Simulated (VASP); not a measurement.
Wanted: the native input for a VASP 6.6.1 run.

| Item | Value |
| --- | --- |
| Task | single point |
| Functional | PBEsol |
| Potentials or basis | VASP PAW PBE potentials, release 64 (Zn, F) |
| Cutoff | 600 eV |
| k mesh | 6 × 6 × 9 |
| Occupations | gaussian, width 0.01 eV |
| Spin | no spin polarisation |
| Dipole correction | no |
| Further INCAR settings | ALGO = Normal; EDIFF = 1e-06; NBANDS = 35 |

The structure of ZnF2 lies in POSCAR:

```
ZnF2
1.0
    4.7176595278      0.0000000000      0.0000000000
    0.0000000000      4.7176595278      0.0000000000
    0.0000000000      0.0000000000      3.1277901475
Zn F
2 4
Direct
    0.0000000000      0.0000000000      0.0000000000
    0.5000000000      0.5000000000      0.5000000000
    0.3038513891      0.3038513891      0.0000000000
    0.6961486109      0.6961486109      0.0000000000
    0.1961486109      0.8038513891      0.5000000000
    0.8038513891      0.1961486109      0.5000000000
```

The input as run:

INCAR

```
SYSTEM = ZnF2
ALGO     = Normal         ! electronic algorithm
EDIFF    = 1E-6           ! SCF threshold, eV
ENCUT    = 600            ! plane-wave cutoff, eV
GGA      = PS             ! functional
GGA_COMPAT= .False.      
ISIF     = 2              ! what is computed and relaxed
ISMEAR   = 0              ! smearing method
LASPH    = .True.         ! aspherical terms in the spheres
LCHARG   = .False.        ! write CHGCAR
LREAL    = .False.        ! projectors in reciprocal space
LWAVE    = .False.        ! write WAVECAR
NBANDS   = 35             ! bands
NELM     = 120            ! most SCF steps
PREC     = Accurate       ! precision mode
SIGMA    = 0.01           ! smearing width, eV
```

KPOINTS

```
k-points
0
Gamma
  6 6 9
  0 0 0
```

Potentials or basis: VASP PAW PBE potentials, release 64 (Zn, F).

The run is started by

```console
$ cat potpaw_PBE.64/Zn/POTCAR potpaw_PBE.64/F/POTCAR > POTCAR
$ mpirun -np 1 vasp_std > vasp.out
```

Results of the run:

| Property | Result |
| --- | --- |
| Pressure | 0.6 GPa |
| Largest force | 0.016 eV/Å |
| Band gap on the k mesh | 3.37 eV |

Caveat: the PAW data sets were made with another functional, which shifts forces and pressure a little.

Wall time 98 s on 1 thread of Intel(R) Xeon(R) Platinum 8488C (Sapphire Rapids), with other jobs on the host, peak memory 0.26 GiB.
